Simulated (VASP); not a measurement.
Write the native input for VASP 6.6.1 that does the following.

| Property | Result |
| --- | --- |
| Task | single point |
| Functional | PBEsol |
| Potentials or basis | VASP PAW PBE potentials, release 64 (Ta_pv, N) |
| Cutoff | 600 eV |
| k mesh | 6 × 6 × 9 |
| Occupations | gaussian, width 0.1 eV |
| Spin | no spin polarisation |
| Dipole correction | no |
| Further INCAR settings | ALGO = Normal; EDIFF = 1e-06; NBANDS = 33 |

The structure of TaN lies in POSCAR:

```
TaN
1.0
    5.1236603790      0.0000000000      0.0000000000
   -2.5618301895      4.4372200486      0.0000000000
    0.0000000000      0.0000000000      2.8996899345
Ta N
3 3
Direct
    0.0000000000      0.0000000000      0.0000000000
    0.3333333333      0.6666666667      0.5000000000
    0.6666666667      0.3333333333      0.5000000000
    0.5000000000      0.0000000000      0.0000000000
    0.0000000000      0.5000000000      0.0000000000
    0.5000000000      0.5000000000      0.0000000000
```

The input as run:

INCAR

```
SYSTEM = TaN
ALGO = Normal ; EDIFF = 1E-6
ENCUT = 600 ; GGA = PS
GGA_COMPAT = .False. ; ISIF = 2
ISMEAR = 0 ; LASPH = .True.
LCHARG = .True. ; LELF = .True.
LREAL = .False. ; LVHAR = .True.
LWAVE = .False. ; NBANDS = 33
NELM = 120 ; PREC = Accurate
SIGMA = 0.1
```

KPOINTS

```
k-points
0
Gamma
  6 6 9
  0 0 0
```

Potentials or basis: VASP PAW PBE potentials, release 64 (Ta_pv, N).

Run with:

```bash
$ cat potpaw_PBE.64/Ta_pv/POTCAR potpaw_PBE.64/N/POTCAR > POTCAR
$ mpirun -np 1 vasp_std > vasp.out
```

It gave:

```json
{"Pressure": "11.0 GPa", "Band gap on the k mesh": "zero (band 24 reaches 9.18 eV, above the bottom of band 25 at 7.03 eV)"}
```

Caveat: the PAW data sets were made with another functional, which shifts forces and pressure a little; spin-orbit coupling is left out, which moves the levels of the heavy elements.

Wall time 64 s on 1 thread of Intel(R) Xeon(R) 6975P-C (Granite Rapids) (shared host), peak memory 0.23 GiB.
